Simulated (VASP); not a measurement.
## ScNb: single point with PBE

Crystal: ScNb.

```
Sc Nb
1.0
     3.06564    0.00000    0.00000
    -1.53282    2.65493    0.00000
     0.00000    0.00000    5.07219
Sc Nb
1 1
Direct
  0.00000 0.00000 0.00000
  0.33333 0.66667 0.50000
```

```
Program             : VASP 6.6.1
Task                : single point
Functional          : PBE
Potentials or basis : VASP PAW PBE potentials, release 64 (Sc_sv, Nb_sv)
Cutoff              : 500 eV
k mesh              : 6 × 6 × 4
Occupations         : gaussian, width 0.1 eV
Spin                : no spin polarisation
```

- Pressure: -0.5 GPa
- Band gap on the k mesh: zero (bands 12 and 13 overlap by 0.98 eV)

Stress tensor (GPa, compression positive):
```
-0.89  0.00  0.00
 0.00 -0.89  0.00
 0.00  0.00  0.41
```

Levels at points of the mesh, in eV from the Fermi level:
```
           k point  band 10  band 11  band 12  band 13  band 14  band 15
(0.00, 0.00, 0.00)    -2.84     0.59     0.59     0.80     1.04     2.09
(0.50, 0.00, 0.00)    -2.04    -1.76    -0.16     0.86     0.92     1.57
(0.00, 0.00, 0.50)    -3.70    -0.65     0.47     0.47     0.86     1.48
(0.50, 0.00, 0.50)    -2.66    -1.06    -0.31     1.67     1.74     1.75
```

Run time: 21 s on 1 thread of Intel Xeon 8259CL (shared host), peak memory 0.16 GiB.

Caveat: the k points lie up to 0.39 Å⁻¹ apart, too coarse for converged energies and pressures of a metal.
